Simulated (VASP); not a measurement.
Write the native input for VASP 6.6.1 that does the following.

```yaml
Task: G0W0 quasiparticle levels
Functional: PBE
Potentials_or_basis: VASP PAW PBE potentials, release 64 (B_GW, As_GW)
Cutoff: 500 eV
k_mesh: 10 × 10 × 10
Occupations: gaussian, width 0.01 eV
Spin: no spin polarisation
Dipole_correction: no
GW_scheme: G0W0
GW_iterations: 1
Cutoff_of_the_response_function: 80
Frequency_points: 96
Empty_bands: 44
Further_INCAR_settings: ALGO = EVGW0; EDIFF = 1e-08; NBANDS = 48
```

The system is BAs.

```xyz
2
Lattice="0.0000 2.3919 2.3919 2.3919 0.0000 2.3919 2.3919 2.3919 0.0000" Properties=species:S:1:pos:R:3 pbc="T T T"
B     1.1959    1.1959    1.1959
As    0.0000    0.0000    0.0000
```

The input as run:

POSCAR

```
BAs
1.0
    0.0000000000      2.3918674372      2.3918674372
    2.3918674372      0.0000000000      2.3918674372
    2.3918674372      2.3918674372      0.0000000000
B As
1 1
Direct
    0.2500000000      0.2500000000      0.2500000000
    0.0000000000      0.0000000000      0.0000000000
```

INCAR.step1

```
SYSTEM = BAs
ALGO     = Normal         ! electronic algorithm
EDIFF    = 1E-8           ! SCF threshold, eV
ENCUT    = 500            ! plane-wave cutoff, eV
GGA      = PE             ! functional
ISMEAR   = 0              ! smearing method
LASPH    = .TRUE.         ! aspherical terms in the spheres
LCHARG   = .FALSE.        ! write CHGCAR
LREAL    = .FALSE.        ! projectors in reciprocal space
LWAVE    = .TRUE.         ! write WAVECAR
NELM     = 80             ! most SCF steps
PREC     = Accurate       ! precision mode
SIGMA    = 0.01           ! smearing width, eV
```

INCAR.step2

```
SYSTEM = BAs
ALGO     = Exact          ! electronic algorithm
EDIFF    = 1E-8           ! SCF threshold, eV
ENCUT    = 500            ! plane-wave cutoff, eV
GGA      = PE             ! functional
ISMEAR   = 0              ! smearing method
ISTART   = 1            
LASPH    = .TRUE.         ! aspherical terms in the spheres
LCHARG   = .FALSE.        ! write CHGCAR
LOPTICS  = .TRUE.         ! frequency-dependent dielectric function
LREAL    = .FALSE.        ! projectors in reciprocal space
LWAVE    = .TRUE.         ! write WAVECAR
NBANDS   = 48             ! bands
NELM     = 1              ! most SCF steps
PREC     = Accurate       ! precision mode
SIGMA    = 0.01           ! smearing width, eV
```

INCAR.step3

```
SYSTEM = BAs
ALGO     = EVGW0          ! electronic algorithm
EDIFF    = 1E-8           ! SCF threshold, eV
ENCUT    = 500            ! plane-wave cutoff, eV
ENCUTGW  = 80.0           ! cutoff of the response function
GGA      = PE             ! functional
ISMEAR   = 0              ! smearing method
ISTART   = 1            
LASPH    = .TRUE.         ! aspherical terms in the spheres
LCHARG   = .FALSE.        ! write CHGCAR
LREAL    = .FALSE.        ! projectors in reciprocal space
LWAVE    = .FALSE.        ! write WAVECAR
NBANDS   = 48             ! bands
NBANDSGW = 12           
NELMGW   = 1            
NOMEGA   = 96             ! frequency points
OMEGAMAX = 20           
PREC     = Accurate       ! precision mode
PRECFOCK = Fast         
SIGMA    = 0.01           ! smearing width, eV
```

KPOINTS

```
k-points
0
G
  10 10 10
  0 0 0
```

Potentials or basis: VASP PAW PBE potentials, release 64 (B_GW, As_GW).

Command:

```console
$ cat potpaw_PBE.64/B_GW/POTCAR potpaw_PBE.64/As_GW/POTCAR > POTCAR
$ cp INCAR.step1 INCAR
$ mpirun -np 1 vasp_std > vasp.out
$ cp INCAR.step2 INCAR
$ mpirun -np 1 vasp_std > vasp.out
$ cp INCAR.step3 INCAR
$ mpirun -np 1 vasp_std > vasp.out
```

Results of the run:

```yaml
Quasiparticle_gap: 1.60 eV
Least_direct_quasiparticle_gap: 3.98 eV
Band_gap_of_the_starting_levels_on_the_mesh: 1.18 eV
Least_direct_gap_of_the_starting_levels_on_the_mesh: 3.27 eV
```

Caveat: bands, screening cutoff and mesh are small and nothing is extrapolated, so the quasiparticle values aren't converged.

It took 14 min on 1 thread of Intel(R) Xeon(R) 6975P-C (Granite Rapids), on a shared host, peak memory 1.3 GiB.
